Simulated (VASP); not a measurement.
A run of VASP 6.6.1 is set up as follows.

File POSCAR:

```
BN
1.0
    2.5039917043      0.0000000000      0.0000000000
   -1.2519958522      2.1685204268      0.0000000000
    0.0000000000      0.0000000000      6.6612000000
B N
2 2
Direct
    0.3333333333      0.6666666667      0.2500000000
    0.6666666667      0.3333333333      0.7500000000
    0.3794477249      0.6897238624      0.7500000000
    0.6666666667      0.3333333333      0.2500000000
```

INCAR.step1

```
SYSTEM = BN
PREC = Accurate
ENCUT = 520
ISMEAR = 0
SIGMA = 0.05
LREAL = .FALSE.
LASPH = .TRUE.
NELM = 60
NBANDS = 16
GGA = PE
ALGO = Normal
EDIFF = 1E-4
LWAVE = .TRUE.
LCHARG = .FALSE.
```

INCAR.step2

```
SYSTEM = BN
PREC = Accurate
ENCUT = 520
EDIFF = 1E-7
ISMEAR = 0
SIGMA = 0.05
LREAL = .FALSE.
LASPH = .TRUE.
NELM = 60
ALGO = Normal
ISIF = 2
LWAVE = .FALSE.
LCHARG = .FALSE.
METAGGA = R2SCAN
LMIXTAU = .TRUE.
NBANDS = 16
ISTART = 1
```

KPOINTS

```
Automatic mesh
0
G
  12 12 4
  0 0 0
```

Potentials or basis: VASP PAW PBE potentials, release 64 (B, N).

The run is started by

```sh
$ cat potpaw_PBE.64/B/POTCAR potpaw_PBE.64/N/POTCAR > POTCAR
$ cp INCAR.step1 INCAR
$ mpirun -np 1 vasp_std > vasp.out
$ cp INCAR.step2 INCAR
$ mpirun -np 1 vasp_std > vasp.out
```

Estimate the pressure.

1.5 GPa.

Predict the band gap on the k mesh.

4.80 eV, indirect (least direct gap 5.22 eV).

Predict the largest force.

3.508 eV/Å.

Stress tensor (GPa, compression positive):
```
-0.48 -4.11  0.00
-4.11  4.27  0.00
 0.00  0.00  0.56
```

Caveat: the cell differs from its parent crystal (atom 3 (N) moved -0.100 Å towards its neighbour atom 2 (B) at 1.446 Å); the PAW data sets were made with another functional, which shifts forces and pressure a little. A k mesh can miss the band edges.
